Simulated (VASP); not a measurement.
Set up this calculation in VASP 6.6.1, as the native input.

```
Task                   : single point
Functional             : PBE
Potentials or basis    : VASP PAW PBE potentials, release 64 (Sb)
Cutoff                 : 520 eV
k mesh                 : 15 × 15 × 15
Occupations            : fermi-dirac, width 0.05 eV
Spin                   : no spin polarisation
Dipole correction      : no
Further INCAR settings : ALGO = Normal; EDIFF = 1e-06; NBANDS = 8
```

The structure of Sb lies in POSCAR:

```
Sb
1.0
   -1.8932794350      1.8932794350      1.8932794350
    1.8932794350     -1.8932794350      1.8932794350
    1.8932794350      1.8932794350     -1.8932794350
Sb
1
Direct
    0.0000000000      0.0000000000      0.0000000000
```

This isn't the form of Sb at room conditions, which is rhombohedral.

One way to write it, as run:

INCAR

```
ALGO = Normal ; EDIFF = 1E-6
ENCUT = 520 ; GGA = PE
ISIF = 2 ; ISMEAR = -1
LASPH = True ; LCHARG = False
LREAL = False ; LWAVE = False
NBANDS = 8 ; NELM = 80
PREC = Accurate ; SIGMA = 0.05
```

KPOINTS

```
k-points
0
Gamma
  15 15 15
```

Potentials or basis: VASP PAW PBE potentials, release 64 (Sb).

Launch:

```console
$ cat potpaw_PBE.64/Sb/POTCAR > POTCAR
$ mpirun -np 1 vasp_std > vasp.out
```

It gave:

```
Pressure               : -0.2 GPa
Band gap on the k mesh : zero (an odd number of electrons rules out a gap without spin polarisation)
```

Caveat: spin-orbit coupling is left out, which moves the levels of the heavy elements.

Run time: 17 s on 1 thread of AMD EPYC 7R13 (shared host), peak memory 0.12 GiB.
